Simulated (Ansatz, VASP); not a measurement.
# Two plane-wave programs on Mg2C

```
C Mg
1.0
     0.00000    2.71094    2.71094
     2.71094    0.00000    2.71094
     2.71094    2.71094    0.00000
C Mg
1 2
Cartesian
  0.0000 0.0000 0.0000
  1.3555 1.3555 1.3555
  4.0664 4.0664 4.0664
```

Alike in both runs: task single point; functional PBE-based screened hybrid; k mesh 4 × 4 × 4; no spin polarisation.

|  | VASP | Ansatz |
| --- | --- | --- |
| version | VASP 6.6.1 | Ansatz 0.2.0 |
| potentials or method | VASP PAW PBE potentials, release 64 (C, Mg) | plane waves |
| plane-wave cutoff (eV) | 520 | 420 |
| occupations | gaussian, width 0.01 eV | fixed |
| valence electrons in the cell | 8 | 24 |

VASP gave:

```
gap on the k mesh at the Fermi level (eV) : 2.79
pressure (GPa)                            : -3.5
```

**Question.** What did Ansatz give for the same quantities?

**Answer.** gap on the k mesh at the Fermi level (eV): 2.74; pressure (GPa): -3.0.

VASP's potentials were made for PBE, not for PBE-based screened hybrid. VASP's potentials hold 8 valence electrons a cell and Ansatz's 24, so a difference there can come from the potentials and not from the codes. Ansatz's warnings: stress exchange threshold loose, stress scf threshold loose.

The k mesh is coarse, so the values compare programs but aren't converged.
